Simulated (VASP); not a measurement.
# SnO (Cm) in VASP: further runs

SnO is run at these levels: PBEsol; tasks: single point.

All numbers are computed with VASP 6.6.1; they aren't measurements. Logs are shortened: lines on timing, memory, paths and dates and some standing lists are left out, and cuts for length are marked.

### Step 1. The cell of the first run

The structure is monoclinic, space group Cm (No. 8). The conventional cell has a = 5.720 Å, b = 5.000 Å, c = 11.120 Å, α = 90.00°, β = 90.00°, γ = 90.00°. Sn (site symmetry m) has 2 O at 1.99 Å within 2.6 Å. Sn (site symmetry m) has 2 O at 1.99 Å within 2.6 Å. Sn (site symmetry m) has 4 O at 2.15 to 2.52 Å within 2.8 Å. Sn (site symmetry m) has 4 O at 2.15 to 2.53 Å within 2.8 Å. O (site symmetry 1) has 1 O at 1.80 Å and 2 Sn at 1.99 to 2.15 Å within 2.4 Å. Within 2.4 Å of O (site symmetry 1) lie 1 O at 1.80 Å and 2 Sn at 1.99 to 2.15 Å.

### Step 2. Single point, PBEsol

File INCAR:

```
PREC     = Accurate       # precision mode
ENCUT    = 520            # plane-wave cutoff, eV
EDIFF    = 1E-6           # SCF threshold, eV
ISMEAR   = -1             # smearing method
SIGMA    = 0.05           # smearing width, eV
LREAL    = F              # projectors in reciprocal space
LASPH    = T              # aspherical terms in the spheres
NELM     = 80             # most SCF steps
ALGO     = Normal         # electronic algorithm
ISIF     = 2              # what is computed and relaxed
LWAVE    = F              # write WAVECAR
LCHARG   = T              # write CHGCAR
GGA      = PS             # functional
LELF     = T              # ELF
LVHAR    = T            
NBANDS   = 50             # bands
```

File KPOINTS:

```
regular mesh
0
Gamma
  7 7 3
```

File POSCAR:

```
SnO
1.0
    2.5000000000     -2.8600000000      0.0000000000
    2.5000000000      2.8600000000      0.0000000000
    0.0000000000      0.0000000000     11.1200000000
Sn O
4 4
Direct
    0.5590000000      0.4410000000      0.2460000000
    0.4410000000      0.5590000000      0.7460000000
    0.0000000000      0.0000000000      0.5008992806
    0.0000000000      0.0000000000      0.0000000000
    0.9300000000      0.4300000000      0.1200000000
    0.0700000000      0.5700000000      0.6200000000
    0.5700000000      0.0700000000      0.1200000000
    0.4300000000      0.9300000000      0.6200000000
```

Potentials or basis: VASP PAW PBE potentials, release 64 (Sn_d, O).

On the command line:

```sh
> cat potpaw_PBE.64/Sn_d/POTCAR potpaw_PBE.64/O/POTCAR > POTCAR
> mpirun -np 1 vasp_std > vasp.out
```

OUTCAR:

```text
PREC = Accurate
   ENCUT = 520
   EDIFF = 1E-6
   ISMEAR = -1
   LREAL = F
   LASPH = T
   NELM = 80
   ISIF = 2
   GGA = PS

 ion  position               nearest neighbor table
   1  0.559  0.441  0.246-   5 1.99   7 1.99   7 2.77   5 2.77   4 3.72   4 3.72   4 3.72
   2  0.441  0.559  0.746-   6 1.99   8 1.99   6 2.77   8 2.77   3 3.71   3 3.71   3 3.71
   3  0.000  0.000  0.501-   6 2.15   8 2.15   6 2.52   8 2.52   2 3.71   2 3.71   2 3.71
   4  0.000  0.000  0.000-   5 2.15   7 2.15   7 2.53   5 2.53   1 3.72   1 3.72   1 3.72
   5  0.930  0.430  0.120-   7 1.80   1 1.99   4 2.15   4 2.53   1 2.77
   6  0.070  0.570  0.620-   8 1.80   2 1.99   3 2.15   3 2.52   2 2.77
   7  0.570  0.070  0.120-   5 1.80   1 1.99   4 2.15   4 2.53   1 2.77
   8  0.430  0.930  0.620-   6 1.80   2 1.99   3 2.15   3 2.52   2 2.77

  LATTYP: Found a base centered orthorhombic cell.
 ALAT       =     5.0000000000
 B/A-ratio  =     1.1440000000
 C/A-ratio  =     2.2240000000

  Lattice vectors:

 A1 = (   2.5000000000,  -2.8600000000,   0.0000000000)
 A2 = (   2.5000000000,   2.8600000000,   0.0000000000)
 A3 = (   0.0000000000,   0.0000000000,  11.1200000000)

Analysis of symmetry for initial positions (statically):
=====================================================================
 Subroutine PRICEL returns:
 Original cell was already a primitive cell.

 Routine SETGRP: Setting up the symmetry group for a
 base centered orthorhombic supercell.

 Subroutine GETGRP returns: Found  2 space group operations
 (whereof  2 operations were pure point group operations)
 out of a pool of  8 trial point group operations.

The static configuration has the point symmetry C_1h.

Analysis of symmetry for dynamics (positions and initial velocities):
=====================================================================
 Subroutine PRICEL returns:
 Original cell was already a primitive cell.

 Routine SETGRP: Setting up the symmetry group for a
 base centered orthorhombic supercell.

 Subroutine GETGRP returns: Found  2 space group operations
 (whereof  2 operations were pure point group operations)
 out of a pool of  8 trial point group operations.

The dynamic configuration has the point symmetry C_1h.

 Subroutine INISYM returns: Found  2 space group operations
 (whereof  2 operations are pure point group operations),
[... 108 lines left out ...]
   EDIFF  = 0.1E-05   stopping-criterion for ELM
   LREAL  =      F    real-space projection
   EDIFFG = 0.1E-04   stopping-criterion for IOM
   NSW    =      0    number of steps for IOM
   IBRION =     -1    ionic relax: 0-MD 1-quasi-New 2-CG
   NFREE  =      0    steps in history (QN), initial steepest desc. (CG)
   ISIF   =      2    stress and relaxation
   ISYM   =      2    0-nonsym 1-usesym 2-fastsym
   POTIM  = 0.5000    time-step for ionic-motion
   TEBEG  =    0.0;   TEEND  =   0.0 temperature during run
   PSTRESS=    0.0 pullay stress
   NELECT =      80.0000    total number of electrons
   NUPDOWN=      -1.0000    fix difference up-down
   EMIN   =  10.00;   EMAX   =-10.00  energy-range for DOS
   EFERMI =   0.00;   METHOD = LEGACY
   ISMEAR =    -1;   SIGMA  =   0.05  broadening in eV -4-tet -1-fermi 0-gaus
   EFERMI_NEDOS =   21; number of points for ismear=-14 and -15
   IALGO  =     38    algorithm
   IMIX   =      4    mixing-type and parameters
     AMIX     =   0.40;   BMIX     =  1.00
     AMIX_MAG =   1.60;   BMIX_MAG =  1.00
  volume/ion in A,a.u.               =      19.88       134.14
  Fermi-wavevector in a.u.,A,eV,Ry     =   1.302041  2.460500 23.066092  1.695310
  Thomas-Fermi vector in A             =   2.433135
   LORBIT       =      0    0 simple, 1 ext, 2 COOP (PROOUT), +10 PAW based schemes
   GGA     = PS    functional components
   LHFCALC =     F    Hartree Fock is set to
   AEXX    =    0.0000 exact exchange contribution
   IVDW    =     0    specifies the selected vdW correction
   LEPSILON=     F    determine dielectric tensor
   LRPA    =     F    only Hartree local field effects (RPA)
 non-spin polarized calculation
  energy-cutoff  :      520.00
  volume of cell :      159.02
 maximum number of plane-waves:      4316
   NGX = 15   NGY = 15   NGZ = 41

 number of electron      80.0000002 magnetization

 Free energy of the ion-electron system (eV)
  ---------------------------------------------------
  ext. energy  EPLUGINS =         0.00000000
  ---------------------------------------------------
  free energy    TOTEN  =       -40.79819672 eV

  energy without entropy =      -40.77466365  energy(sigma->0) =      -40.78643018

 E-fermi :   6.1719     XC(G=0):  -9.8446

 val. band max:        6.1614530527   @ k =  -0.4286   0.4286   0.0000
 cond. band min:       6.1752596124   @ k =  -0.2857   0.2857   0.3333
 fundamental gap:      0.0138065597
 Fermi energy:         6.1719139685

 k-point     1 :       0.0000    0.0000    0.0000
  band No.  band energies     occupation
      1     -16.5303      2.00000
      2     -16.5199      2.00000
      3     -16.0830      2.00000
      4     -16.0773      2.00000
      5     -15.8797      2.00000
      6     -15.8728      2.00000
[... 1261 lines left out ...]
     49      10.9952      0.00000
     50      11.1416      0.00000

 [... further k-points ...]

------------------------ aborting loop because EDIFF is reached ----------------------------------------

  FORCE on cell =-STRESS in cart. coord.  units (eV):
  Direction    XX          YY          ZZ          XY          YZ          ZX
  --------------------------------------------------------------------------------------
  -------------------------------------------------------------------------------------
  Total       26.5649823     -2.7813941     -3.5205117      0.0000000     -0.0424622      0.0000000
  in kB      267.6574211    -28.0241391    -35.4711733      0.0000000     -0.4278313      0.0000000
  external PRESSURE =      68.0540362 kB  Pullay stress =       0.0000000 kB

 VOLUME and BASIS-vectors are now :
 -----------------------------------------------------------------------------
  energy-cutoff  :      520.00
  volume of cell :      159.02
      direct lattice vectors                 reciprocal lattice vectors
     2.500000000 -2.860000000  0.000000000     0.200000000 -0.174825175  0.000000000
     2.500000000  2.860000000  0.000000000     0.200000000  0.174825175  0.000000000
     0.000000000  0.000000000 11.120000000     0.000000000  0.000000000  0.089928058

 POSITION                                       TOTAL-FORCE (eV/Angst)
 -----------------------------------------------------------------------------------
      2.50000     -0.33748      2.73552        -0.000000      2.079640      0.881129
      2.50000      0.33748      8.29552        -0.000000     -2.076394      0.889297
      0.00000      0.00000      5.57000        -0.000000      0.883495      1.191394
      0.00000      0.00000      0.00000        -0.000000     -0.833527      1.262952
      3.40000     -1.43000      1.33440         8.411540     -0.569198     -1.073928
      1.60000      1.43000      6.89440        -8.490635      0.542590     -1.038459
      1.60000     -1.43000      1.33440        -8.411540     -0.569198     -1.073928
      3.40000      1.43000      6.89440         8.490635      0.542590     -1.038459
 -----------------------------------------------------------------------------------
    total drift:                               -0.000000      0.000053     -0.001403

  FREE ENERGIE OF THE ION-ELECTRON SYSTEM (eV)
  ---------------------------------------------------
  free  energy   TOTEN  =       -40.7981967153 eV

  energy  without entropy=      -40.7746636482  energy(sigma->0) =      -40.78643018
```

It took 5.6 min on 1 thread of AMD EPYC 9755, shared host; peak memory 0.35 GiB.

Results:

```
Free energy            : -40.7982 eV
Pressure               : 6.8 GPa
Largest force          : 8.571 eV/Å
Band gap on the k mesh : zero (bands 40 and 41 overlap by 0.16 eV)
```

Forces in eV/Å, atoms in the order of the input:
```
Sn   0.000  2.080  0.881
Sn   0.000 -2.076  0.889
Sn   0.000  0.883  1.191
Sn   0.000 -0.834  1.263
O    8.412 -0.569 -1.074
O   -8.491  0.543 -1.038
O   -8.412 -0.569 -1.074
O    8.491  0.543 -1.038
```

Caveat: the stress differs along the axes, from -4 to 27 GPa; semilocal functionals underestimate gaps, and a narrow one can read as zero; the PAW data sets were made with another functional, which shifts forces and pressure a little; spin-orbit coupling is left out, which moves the levels of the heavy elements.

### Step 3. Single point, PBEsol

File INCAR:

```
SYSTEM = SnO
  PREC = Accurate
  ENCUT = 520
  EDIFF = 1E-7
  ISMEAR = -1
  SIGMA = 0.05
  LREAL = .False.
  LASPH = .True.
  NELM = 60
  ALGO = Normal
  ISIF = 2
  LWAVE = .False.
  LCHARG = .False.
  GGA = PS
  NBANDS = 50
```

File KPOINTS:

```
regular mesh
0
Gamma
  7 7 3
  0 0 0
```

POSCAR: that of step 2 with these lines changed.

```diff
@@ -10,3 +10,3 @@
     0.4410000000      0.5590000000      0.7460000000
-    0.0000000000      0.0000000000      0.5008992806
+    0.0000000000      0.0000000000      0.4991007194
     0.0000000000      0.0000000000      0.0000000000
```

Potentials or basis: VASP PAW PBE potentials, release 64 (Sn_d, O).

On the command line:

```sh
> cat potpaw_PBE.64/Sn_d/POTCAR potpaw_PBE.64/O/POTCAR > POTCAR
> mpirun -np 1 vasp_std > vasp.out
```

OUTCAR:

```text
SYSTEM = SnO
   PREC = Accurate
   ENCUT = 520
   EDIFF = 1E-7
   ISMEAR = -1
   LREAL = .False.
   LASPH = .True.
   NELM = 60
   ISIF = 2
   GGA = PS

 ion  position               nearest neighbor table
   1  0.559  0.441  0.246-   5 1.99   7 1.99   7 2.77   5 2.77   4 3.72   4 3.72   4 3.72
   2  0.441  0.559  0.746-   6 1.99   8 1.99   6 2.77   8 2.77   3 3.73   3 3.73   3 3.73
   3  0.000  0.000  0.499-   6 2.16   8 2.16   6 2.53   8 2.53   2 3.73   2 3.73   2 3.73
   4  0.000  0.000  0.000-   5 2.15   7 2.15   7 2.53   5 2.53   1 3.72   1 3.72   1 3.72
   5  0.930  0.430  0.120-   7 1.80   1 1.99   4 2.15   4 2.53   1 2.77
   6  0.070  0.570  0.620-   8 1.80   2 1.99   3 2.16   3 2.53   2 2.77
   7  0.570  0.070  0.120-   5 1.80   1 1.99   4 2.15   4 2.53   1 2.77
   8  0.430  0.930  0.620-   6 1.80   2 1.99   3 2.16   3 2.53   2 2.77

  LATTYP: Found a base centered orthorhombic cell.
 ALAT       =     5.0000000000
 B/A-ratio  =     1.1440000000
 C/A-ratio  =     2.2240000000

  Lattice vectors:

 A1 = (   2.5000000000,  -2.8600000000,   0.0000000000)
 A2 = (   2.5000000000,   2.8600000000,   0.0000000000)
 A3 = (   0.0000000000,   0.0000000000,  11.1200000000)

[... 193 lines left out ...]
  band No.  band energies     occupation
      1     -16.5235      2.00000
      2     -16.5130      2.00000
      3     -16.0835      2.00000
      4     -16.0777      2.00000
      5     -15.8845      2.00000
      6     -15.8783      2.00000
[... 1261 lines left out ...]
     49      10.9933      0.00000
     50      11.1331      0.00000

 [... further k-points ...]

------------------------ aborting loop because EDIFF is reached ----------------------------------------

  FORCE on cell =-STRESS in cart. coord.  units (eV):
  Direction    XX          YY          ZZ          XY          YZ          ZX
  --------------------------------------------------------------------------------------
  -------------------------------------------------------------------------------------
  Total       26.1522161     -2.8300227     -3.7428533      0.0000000      0.0386963      0.0000000
  in kB      263.4985649    -28.5141009    -37.7113917      0.0000000      0.3898872      0.0000000
  external PRESSURE =      65.7576908 kB  Pullay stress =       0.0000000 kB

 VOLUME and BASIS-vectors are now :
 -----------------------------------------------------------------------------
  energy-cutoff  :      520.00
  volume of cell :      159.02
      direct lattice vectors                 reciprocal lattice vectors
     2.500000000 -2.860000000  0.000000000     0.200000000 -0.174825175  0.000000000
     2.500000000  2.860000000  0.000000000     0.200000000  0.174825175  0.000000000
     0.000000000  0.000000000 11.120000000     0.000000000  0.000000000  0.089928058

 POSITION                                       TOTAL-FORCE (eV/Angst)
 -----------------------------------------------------------------------------------
      2.50000     -0.33748      2.73552         0.000000      2.082016      0.888810
      2.50000      0.33748      8.29552         0.000000     -2.085587      0.881677
      0.00000      0.00000      5.55000         0.000000      0.786829      1.322748
      0.00000      0.00000      0.00000         0.000000     -0.834818      1.254171
      3.40000     -1.43000      1.33440         8.404525     -0.567295     -1.069678
      1.60000      1.43000      6.89440        -8.323227      0.593075     -1.104025
      1.60000     -1.43000      1.33440        -8.404525     -0.567295     -1.069678
      3.40000      1.43000      6.89440         8.323227      0.593075     -1.104025
 -----------------------------------------------------------------------------------
    total drift:                               -0.000000     -0.000095     -0.000351

  FREE ENERGIE OF THE ION-ELECTRON SYSTEM (eV)
  ---------------------------------------------------
  free  energy   TOTEN  =       -40.7730250321 eV

  energy  without entropy=      -40.7486158563  energy(sigma->0) =      -40.76082044
```

Wall time 10 min (1 thread of AMD EPYC 9755, shared host); peak memory 0.35 GiB.

What came out:

```
Free energy            : -40.7730 eV
Pressure               : 6.6 GPa
Largest force          : 8.491 eV/Å
Band gap on the k mesh : zero (bands 40 and 41 overlap by 0.17 eV)
```

Forces on the atoms (eV/Å):
```
Sn   0.000  2.082  0.889
Sn   0.000 -2.086  0.882
Sn   0.000  0.787  1.323
Sn   0.000 -0.835  1.254
O    8.405 -0.567 -1.070
O   -8.323  0.593 -1.104
O   -8.405 -0.567 -1.070
O    8.323  0.593 -1.104
```

Caveat: the stress differs along the axes, from -4 to 26 GPa; semilocal functionals underestimate gaps, and a narrow one can read as zero; the PAW data sets were made with another functional, which shifts forces and pressure a little; spin-orbit coupling is left out, which moves the levels of the heavy elements.
